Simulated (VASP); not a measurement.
Wanted: the native input for a VASP 6.6.1 run.

```yaml
Task: single point
Functional: PBE
Potentials_or_basis: VASP PAW PBE potentials, release 64 (Ga_d, O)
Cutoff: 520 eV
k_mesh: 6 × 6 × 8
Occupations: gaussian, width 0.1 eV
Spin: no spin polarisation
Dipole_correction: no
Further_INCAR_settings: ALGO = Normal; EDIFF = 1e-06; NBANDS = 23
```

The structure of Ga2O lies in POSCAR:

```
Ga2O
1.0
    5.0163128100      0.0000000000      0.0000000000
   -2.5081564100      4.3442543300      0.0000000000
    0.0000000000      0.0000000000      2.2323526900
Ga O
2 1
Direct
    0.3333333300      0.6666666700      0.0000000000
    0.6666666700      0.3333333300      0.0000000000
    0.0000000000      0.0000000000      0.0000000000
```

The cell was built from a structure type or drawn by symmetry, and may not be a known phase.

These files were run (other wordings do the same):

INCAR

```
  PREC = Accurate
  ENCUT = 520
  EDIFF = 1E-6
  ISMEAR = 0
  SIGMA = 0.1
  LREAL = False
  LASPH = True
  NELM = 60
  ALGO = Normal
  ISIF = 2
  LWAVE = False
  LCHARG = True
  GGA = PE
  LELF = True
  LVHAR = True
  NBANDS = 23
```

KPOINTS

```
regular mesh
0
Gamma
  6 6 8
```

Potentials or basis: VASP PAW PBE potentials, release 64 (Ga_d, O).

Command:

```sh
$ cat potpaw_PBE.64/Ga_d/POTCAR potpaw_PBE.64/O/POTCAR > POTCAR
$ mpirun -np 1 vasp_std > vasp.out
```

It gave:

```json
{"Pressure": "1.4 GPa", "Band gap on the k mesh": "zero (bands 16 and 17 overlap by 2.19 eV)"}
```

It took 47 s on 1 thread of Intel Xeon 8259CL, with other jobs on the host, peak memory 0.19 GiB.
